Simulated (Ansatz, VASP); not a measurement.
This is a calculation of CoNiO2 for VASP 6.6.1.

File INCAR:

```
SYSTEM = CoNiO2
ALGO     = Normal         ! electronic algorithm
EDIFF    = 1E-6           ! SCF threshold, eV
ENCUT    = 520            ! plane-wave cutoff, eV
GGA      = CA             ! functional
ISIF     = 2              ! what is computed and relaxed
ISMEAR   = -1             ! smearing method
ISPIN    = 2              ! spin polarisation
LASPH    = .True.         ! aspherical terms in the spheres
LCHARG   = .False.        ! write CHGCAR
LMAXMIX  = 4              ! l up to which the mixer works
LORBIT   = 11             ! projections on sites
LREAL    = .False.        ! projectors in reciprocal space
LWAVE    = .False.        ! write WAVECAR
MAGMOM   = 1 2 0 0        ! initial moments
NBANDS   = 28             ! bands
NELM     = 150            ! most SCF steps
PREC     = Accurate       ! precision mode
SIGMA    = 0.05           ! smearing width, eV
```

The input KPOINTS:

```
k-points
0
Gamma
  9 9 6
  0 0 0
```

Contents of POSCAR:

```
CoNiO2
1.0
    3.0734525779      0.0000000000      0.0000000000
    0.0000000000      3.0734525779      0.0000000000
    0.0000000000      0.0000000000      4.3050959259
Ni Co O
1 1 2
Direct
    0.0000000000      0.0000000000      0.0000000000
    0.5000000000      0.5000000000      0.5000000000
    0.0000000000      0.0000000000      0.5000000000
    0.5000000000      0.5000000000      0.0000000000
```

Potentials or basis: VASP PAW LDA potentials, release 64 (Ni, Co, O).

Command:

```sh
$ cat potpaw_LDA.64/Ni/POTCAR potpaw_LDA.64/Co/POTCAR potpaw_LDA.64/O/POTCAR > POTCAR
$ mpirun -np 1 vasp_std > vasp.out
```

Q: Translate it to Ansatz 0.2.0. Potentials there: all-electron LAPW, scalar-relativistic.

A: As run (the cutoff follows the program's own potentials):

Contents of input.yaml:

```yaml
crystal:
  lattice:
    - [3.0734525779, 0.0, 0.0]
    - [0.0, 3.0734525779, 0.0]
    - [0.0, 0.0, 4.3050959259]
  atoms:
    - { symbol: Ni, position: [0.0, 0.0, 0.0], spin: 1.0 }
    - { symbol: Co, position: [0.5, 0.5, 0.5], spin: 2.0 }
    - { symbol: O, position: [0.0, 0.0, 0.5] }
    - { symbol: O, position: [0.5, 0.5, 0.0] }
kpoints:
  mp_grid: { grid: [9, 9, 6] }
scf:
  occupations: { method: fermi_dirac, width: 0.05 }
hamiltonian:
  xc: lda
  pseudopotentials: { kind: all_electron, lapw: { basis_error: 0.002 } }
magnetization:
  spin_polarized: true
output:
  forces: true
  stress: true
  eigenvalues: true
```

Potentials or basis: all-electron LAPW, scalar-relativistic.

Command:

```sh
$ ansatz run input.yaml --threads 4 --pin off --max-ram 12288MiB --backend cpu --events-out ev --progress --plain --runs-dir out
```

Both were run:

|  | VASP | Ansatz | Ansatz less VASP |
| --- | --- | --- | --- |
| gap on the k mesh at the Fermi level (eV) | none | none | - |
| pressure (GPa) | -29.1 | -28.4 | +0.70 |
| traceless stress, the component that is largest in VASP (GPa) | -0.15 | -0.05 | +0.098 |
| net moment per atom (μB) | 0.92 | 0.98 | +0.063 |
| size of the moment on the site where the two differ most (μB) | 0.68 | 0.82 | +0.143 |

LDA's correlation is that of Perdew and Zunger in VASP and of Perdew and Wang (1992) in Ansatz. Site moments also hang on the region over which each program counts them. A gap of «none» marks a metal or a gap that the smearing closes. Both programs put the cell under strong tension, so it lies far from rest at this level. Ansatz ran all-electron here, and VASP with PAW potentials.
